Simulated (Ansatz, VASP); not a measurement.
# Hf in VASP and in Ansatz

File INCAR:

```
ALGO     = Normal         # electronic algorithm
EDIFF    = 1E-7           # SCF threshold, eV
EDIFFG   = -0.005         # ionic threshold
ENCUT    = 600            # plane-wave cutoff, eV
GGA      = PE             # functional
IBRION   = 2              # ionic algorithm
ISIF     = 3              # what is computed and relaxed
ISMEAR   = -1             # smearing method
LASPH    = T              # aspherical terms in the spheres
LCHARG   = F              # write CHGCAR
LREAL    = F              # projectors in reciprocal space
LWAVE    = F              # write WAVECAR
NELM     = 100            # most SCF steps
NSW      = 60             # ionic steps
PREC     = Accurate       # precision mode
SIGMA    = 0.05           # smearing width, eV
```

KPOINTS

```
k-points
0
Gamma
  16 16 16
```

File POSCAR:

```
Hf
1.0
   -1.7800523908      1.7800523908      1.7800523908
    1.7800523908     -1.7800523908      1.7800523908
    1.7800523908      1.7800523908     -1.7800523908
Hf
1
Direct
    0.0000000000      0.0000000000      0.0000000000
```

Input for Ansatz:

```yaml
crystal:
  lattice:
    - [-1.7800523908, 1.7800523908, 1.7800523908]
    - [1.7800523908, -1.7800523908, 1.7800523908]
    - [1.7800523908, 1.7800523908, -1.7800523908]
  atoms:
    - { symbol: Hf, position: [0.0, 0.0, 0.0] }
kpoints:
  mp_grid: { grid: [16, 16, 16] }
scf:
  occupations: { method: fermi_dirac, width: 0.05 }
hamiltonian:
  xc: pbe
  pseudopotentials: { kind: paw }
output:
  forces: true
  stress: true
relax:
  f_tol: 0.005
  max_steps: 40
  cell: {}
```

Alike in both runs: task relaxation of cell and atoms; functional PBE; k mesh 16 × 16 × 16; occupations fermi-dirac, width 0.05 eV; no spin polarisation.

|  | VASP | Ansatz |
| --- | --- | --- |
| version | VASP 6.6.1 | Ansatz 0.2.0 |
| potentials or method | VASP PAW PBE potentials, release 64 (Hf_pv) | PAW with Ansatz's default frozen-core files, scalar-relativistic |
| plane-wave cutoff (eV) | 600 | 420 |
| valence electrons in the cell | 10 | 26 |

Ansatz gave:

```
relaxed volume (Å³/atom)                                        : 22.28
relaxed length of the cell vector where the two differ most in proportion (Å) : 3.070
```

What did VASP give for the same quantities?

Relaxed volume (Å³/atom): 22.20; relaxed length of the cell vector where the two differ most in proportion (Å): 3.067.

VASP's potentials hold 10 valence electrons a cell and Ansatz's 26, so a difference there can come from the potentials and not from the codes.

Spin-orbit coupling is off throughout.
